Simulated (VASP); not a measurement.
# C (P6_3/mmc) in VASP: notebook

Runs on C. Level: PBE+D3(BJ). Tasks: single point, relaxation of cell and atoms.

All numbers are computed with VASP 6.6.1; they aren't measurements. Logs are shortened: lines on timing, memory, paths and dates and some standing lists are left out, and cuts for length are marked.

### Step 1. The cell of the first run

It takes space group P6_3/mmc (No. 194, hexagonal). Conventional cell: a = 2.465 Å, b = 2.465 Å, c = 6.740 Å, α = 90.00°, β = 90.00°, γ = 120.00°. Within 1.9 Å of C (site symmetry -6m2) lie 3 C at 1.42 Å. Within 1.9 Å of C (site symmetry -6m2) lie 3 C at 1.42 Å.

### Step 2. Single point, PBE+D3(BJ)

INCAR

```
  PREC = Accurate
  ENCUT = 600
  EDIFF = 1E-6
  ISMEAR = 0
  SIGMA = 0.1
  LREAL = F
  LASPH = T
  NELM = 120
  ALGO = Normal
  ISIF = 2
  LWAVE = F
  LCHARG = F
  GGA = PE
  IVDW = 12
  NBANDS = 16
  GGA_COMPAT = F
```

KPOINTS

```
regular mesh
0
Gamma
  27 27 10
```

POSCAR

```
C
1.0
    2.4649446253      0.0000000000      0.0000000000
   -1.2324723126      2.1347046644      0.0000000000
    0.0000000000      0.0000000000      6.7396608090
C
4
Direct
    0.0000000000      0.0000000000      0.7500000000
    0.0000000000      0.0000000000      0.2500000000
    0.3333333333      0.6666666667      0.7500000000
    0.6666666667      0.3333333333      0.2500000000
```

Potentials or basis: VASP PAW PBE potentials, release 64 (C).

Launch:

```
cat potpaw_PBE.64/C/POTCAR > POTCAR
mpirun -np 1 vasp_std > vasp.out
```

OUTCAR:

```text
PREC = Accurate
   ENCUT = 600
   EDIFF = 1E-6
   ISMEAR = 0
   LREAL = F
   LASPH = T
   NELM = 120
   ISIF = 2
   GGA = PE
   IVDW = 12
 IVDW          = 12

 ion  position               nearest neighbor table
   1  0.000  0.000  0.750-   3 1.42   3 1.42   3 1.42
   2  0.000  0.000  0.250-   4 1.42   4 1.42   4 1.42
   3  0.333  0.667  0.750-   1 1.42   1 1.42   1 1.42
   4  0.667  0.333  0.250-   2 1.42   2 1.42   2 1.42

  LATTYP: Found a hexagonal cell.
 ALAT       =     2.4649446253
 C/A-ratio  =     2.7342037382

  Lattice vectors:

 A1 = (   2.4649446253,   0.0000000000,   0.0000000000)
 A2 = (  -1.2324723126,   2.1347046644,   0.0000000000)
 A3 = (   0.0000000000,   0.0000000000,   6.7396608090)

Analysis of symmetry for initial positions (statically):
=====================================================================
 Subroutine PRICEL returns:
 Original cell was already a primitive cell.

 Routine SETGRP: Setting up the symmetry group for a
 hexagonal supercell.

 Subroutine GETGRP returns: Found 24 space group operations
 (whereof 12 operations were pure point group operations)
 out of a pool of 24 trial point group operations.

The static configuration has the point symmetry D_3d.
 The point group associated with its full space group is D_6h.

Analysis of symmetry for dynamics (positions and initial velocities):
=====================================================================
 Subroutine PRICEL returns:
 Original cell was already a primitive cell.

 Routine SETGRP: Setting up the symmetry group for a
 hexagonal supercell.

 Subroutine GETGRP returns: Found 24 space group operations
 (whereof 12 operations were pure point group operations)
 out of a pool of 24 trial point group operations.

The dynamic configuration has the point symmetry D_3d.
 The point group associated with its full space group is D_6h.

 Subroutine INISYM returns: Found 24 space group operations
 (whereof 12 operations are pure point group operations),
 and found     1 'primitive' translations

----------------------------------------------------------------------------------------

                                     Primitive cell

  volume of cell :      35.4636

  direct lattice vectors                    reciprocal lattice vectors
     2.464944625  0.000000000  0.000000000     0.405688627  0.234224438  0.000000000
    -1.232472313  2.134704664  0.000000000     0.000000000  0.468448876  0.000000000
     0.000000000  0.000000000  6.739660809     0.000000000  0.000000000  0.148375420

  length of vectors
     2.464944625  2.464944625  6.739660809     0.468448876  0.468448876  0.148375420

  position of ions in fractional coordinates (direct lattice)
     0.000000000  0.000000000  0.750000000
     0.000000000  0.000000000  0.250000000
     0.333333333  0.666666667  0.750000000
     0.666666667  0.333333333  0.250000000

  ion indices of the primitive-cell ions
   primitive index   ion index
                 1           1
                 2           2
                 3           3
                 4           4

----------------------------------------------------------------------------------------

 KPOINTS: regular mesh

Automatic generation of k-mesh.
 Grid dimensions read from file:
 generate k-points for:   27   27   10

 Generating k-lattice:

  Cartesian coordinates                     Fractional coordinates (reciprocal lattice)
     0.015025505  0.008674979  0.000000000     0.037037037 -0.000000000  0.000000000
     0.000000000  0.017349958  0.000000000     0.000000000  0.037037037  0.000000000
     0.000000000  0.000000000  0.014837542     0.000000000  0.000000000  0.100000000

  Length of vectors
     0.017349958  0.017349958  0.014837542

  Shift w.r.t. Gamma in fractional coordinates (k-lattice)
     0.000000000  0.000000000  0.000000000

 Subroutine IBZKPT returns following result:
 ===========================================

 Found    450 irreducible k-points:

 Following reciprocal coordinates:
            Coordinates               Weight
  0.000000  0.000000  0.000000      1.000000
  0.037037  0.000000  0.000000      6.000000
  0.074074  0.000000  0.000000      6.000000
  0.111111 -0.000000  0.000000      6.000000
  0.148148  0.000000  0.000000      6.000000
  0.185185  0.000000  0.000000      6.000000
[... 16 lines left out ...]
  0.333333  0.037037  0.000000     12.000000
  0.370370  0.037037  0.000000     12.000000
 [... further k-points ...]
   k-points           NKPTS =    450   k-points in BZ     NKDIM =    450   number of bands    NBANDS=     16
   number of dos      NEDOS =    301   number of ions     NIONS =      4
   total plane-waves  NPLWV =  21600
   dimension x,y,z NGX =    20 NGY =   20 NGZ =   54
   dimension x,y,z NGXF=    40 NGYF=   40 NGZF=  108
   ions per type =               4
   NGX,Y,Z   is equivalent  to a cutoff of  13.49, 13.49, 13.32 a.u.
   NGXF,Y,Z  is equivalent  to a cutoff of  26.98, 26.98, 26.64 a.u.
 SYSTEM =  unknown system
   PREC   = accura    normal or accurate (medium, high low for compatibility)
   ISTART =      0    job   : 0-new  1-cont  2-samecut
   ICHARG =      2    charge: 1-file 2-atom 10-const
   ISPIN  =      1    spin polarized calculation?
   LNONCOLLINEAR =      F non collinear calculations
   LSORBIT =      F    spin-orbit coupling
   LASPH  =      T    aspherical Exc in radial PAW
   ENCUT  =  600.0 eV  44.10 Ry    6.64 a.u.   4.92  4.92 13.46*2*pi/ulx,y,z
   NELM   =    120;   NELMIN=  2; NELMDL= -5     # of ELM steps
   EDIFF  = 0.1E-05   stopping-criterion for ELM
   LREAL  =      F    real-space projection
   EDIFFG = 0.1E-04   stopping-criterion for IOM
   NSW    =      0    number of steps for IOM
   IBRION =     -1    ionic relax: 0-MD 1-quasi-New 2-CG
   NFREE  =      0    steps in history (QN), initial steepest desc. (CG)
   ISIF   =      2    stress and relaxation
   ISYM   =      2    0-nonsym 1-usesym 2-fastsym
   POTIM  = 0.5000    time-step for ionic-motion
   TEBEG  =    0.0;   TEEND  =   0.0 temperature during run
   PSTRESS=    0.0 pullay stress
   NELECT =      16.0000    total number of electrons
   NUPDOWN=      -1.0000    fix difference up-down
   EMIN   =  10.00;   EMAX   =-10.00  energy-range for DOS
   EFERMI =   0.00;   METHOD = LEGACY
   ISMEAR =     0;   SIGMA  =   0.10  broadening in eV -4-tet -1-fermi 0-gaus
   EFERMI_NEDOS =   21; number of points for ismear=-14 and -15
   IALGO  =     38    algorithm
   IMIX   =      4    mixing-type and parameters
     AMIX     =   0.40;   BMIX     =  1.00
     AMIX_MAG =   1.60;   BMIX_MAG =  1.00
  volume/ion in A,a.u.               =       8.87        59.83
  Fermi-wavevector in a.u.,A,eV,Ry     =   1.255607  2.372754 21.450260  1.576550
  Thomas-Fermi vector in A             =   2.389356
   LORBIT       =      0    0 simple, 1 ext, 2 COOP (PROOUT), +10 PAW based schemes
   GGA     = PE    functional components
   LHFCALC =     F    Hartree Fock is set to
   AEXX    =    0.0000 exact exchange contribution
   IVDW    =    12    specifies the selected vdW correction
   LEPSILON=     F    determine dielectric tensor
   LRPA    =     F    only Hartree local field effects (RPA)
 non-spin polarized calculation
 Gauss-broadening in eV      SIGMA  =   0.10
  energy-cutoff  :      600.00
  volume of cell :       35.46
 maximum number of plane-waves:      1214
 NGX is ok and might be reduce to    20
   NGX =  9   NGY =  9   NGZ = 27

 number of electron      16.0000001 magnetization

 Free energy of the ion-electron system (eV)
  ---------------------------------------------------
  ext. energy  EPLUGINS =         0.00000000
  ---------------------------------------------------
  free energy    TOTEN  =       -36.85777233 eV

  energy without entropy =      -36.85743457  energy(sigma->0) =      -36.85760345

 E-fermi :   4.6345     XC(G=0): -10.2930

 val. band max:        4.6313568608   @ k =   0.3333   0.3333   0.5000
 cond. band min:       4.6396306972   @ k =   0.3333   0.3333   0.3000
 fundamental gap:      0.0082738364
 Fermi energy:         4.6344743508

 k-point     1 :       0.0000    0.0000    0.0000
  band No.  band energies     occupation
      1     -15.0093      2.00000
      2     -14.7195      2.00000
      3      -3.8566      2.00000
      4      -1.9336      2.00000
      5       1.6203      2.00000
      6       1.6203      2.00000
[... 8 lines left out ...]
     15      15.9998      0.00000
     16      16.2040      0.00000

 k-point     2 :       0.0370    0.0000    0.0000
  band No.  band energies     occupation
      1     -14.9765      2.00000
      2     -14.6873      2.00000
      3      -3.8168      2.00000
      4      -1.8963      2.00000
      5       1.4843      2.00000
      6       1.5053      2.00000
[... 8 lines left out ...]
     15      15.8819      0.00000
     16      16.0932      0.00000

 k-point     3 :       0.0741    0.0000    0.0000
  band No.  band energies     occupation
      1     -14.8784      2.00000
      2     -14.5908      2.00000
      3      -3.6976      2.00000
      4      -1.7848      2.00000
      5       1.0939      2.00000
      6       1.1235      2.00000
[... 8 lines left out ...]
     15      15.5391      0.00000
     16      15.7699      0.00000

 k-point     4 :       0.1111   -0.0000    0.0000
  band No.  band energies     occupation
      1     -14.7150      2.00000
      2     -14.4303      2.00000
      3      -3.4995      2.00000
      4      -1.5997      2.00000
      5       0.4918      2.00000
      6       0.5332      2.00000
[... 8 lines left out ...]
     15      15.2359      0.00000
     16      15.3979      0.00000
[... 324 lines left out ...]
 k-point    22 :       0.2963    0.0370    0.0000
  band No.  band energies     occupation
      1     -12.6529      2.00000
      2     -12.4040      2.00000
      3      -4.5334      2.00000
      4      -4.4131      2.00000
      5      -1.1052      2.00000
      6      -1.0537      2.00000
[... 8 lines left out ...]
     15      19.2572      0.00000
     16      19.9388      0.00000

 k-point    23 :       0.3333    0.0370    0.0000
  band No.  band energies     occupation
      1     -12.0852      2.00000
      2     -11.8465      2.00000
      3      -5.5060      2.00000
      4      -5.3712      2.00000
      5      -1.3810      2.00000
      6      -1.3278      2.00000
[... 8 lines left out ...]
     15      19.2644      0.00000
     16      21.0910      0.00000

 k-point    24 :       0.3704    0.0370    0.0000
  band No.  band energies     occupation
      1     -11.4636      2.00000
      2     -11.2361      2.00000
      3      -6.4513      2.00000
      4      -6.3031      2.00000
      5      -1.6007      2.00000
      6      -1.5463      2.00000
[... 8 lines left out ...]
     15      18.7083      0.00000
     16      20.7628      0.00000

 [... further k-points ...]

------------------------ aborting loop because EDIFF is reached ----------------------------------------

 Edisp (eV)   -0.62207

 E8    (eV) :    -0.1762

  FORCE on cell =-STRESS in cart. coord.  units (eV):
  Direction    XX          YY          ZZ          XY          YZ          ZX
  --------------------------------------------------------------------------------------
  -------------------------------------------------------------------------------------
  Total       0.04004     0.04004    -0.07324     0.00000    -0.00000     0.00000
  in kB       1.80878     1.80878    -3.30885     0.00000    -0.00000     0.00000
  external pressure =        0.10 kB  Pullay stress =        0.00 kB

 VOLUME and BASIS-vectors are now :
 -----------------------------------------------------------------------------
  energy-cutoff  :      600.00
  volume of cell :       35.46
      direct lattice vectors                 reciprocal lattice vectors
     2.464944625  0.000000000  0.000000000     0.405688627  0.234224438  0.000000000
    -1.232472313  2.134704664  0.000000000     0.000000000  0.468448876  0.000000000
     0.000000000  0.000000000  6.739660809     0.000000000  0.000000000  0.148375420

 POSITION                                       TOTAL-FORCE (eV/Angst)
 -----------------------------------------------------------------------------------
      0.00000      0.00000      5.05475         0.000000      0.000000     -0.000000
      0.00000      0.00000      1.68492        -0.000000     -0.000000     -0.000000
     -0.00000      1.42314      5.05475         0.000000      0.000000     -0.000000
      1.23247      0.71157      1.68492        -0.000000     -0.000000      0.000000
 -----------------------------------------------------------------------------------
    total drift:                                0.000000     -0.000000     -0.000000

  FREE ENERGIE OF THE ION-ELECTRON SYSTEM (eV)
  ---------------------------------------------------
  free  energy   TOTEN  =       -37.4798469526 eV

  energy  without entropy=      -37.4795091913  energy(sigma->0) =      -37.47967807
```

Wall time 2.9 min (1 thread of Oxide Virtual Turin-like, shared host); peak memory 0.3 GiB.

What came out:

```yaml
Free_energy: -37.4798 eV
Pressure: 0.0 GPa
Band_gap_on_the_k_mesh: zero (bands 8 and 9 overlap by 0.03 eV)
Dispersion_energy_per_atom: -0.156 eV
```

[end of part 1 of 4]

The gap in the log of VASP goes by the Fermi energy; the results here count the filled bands.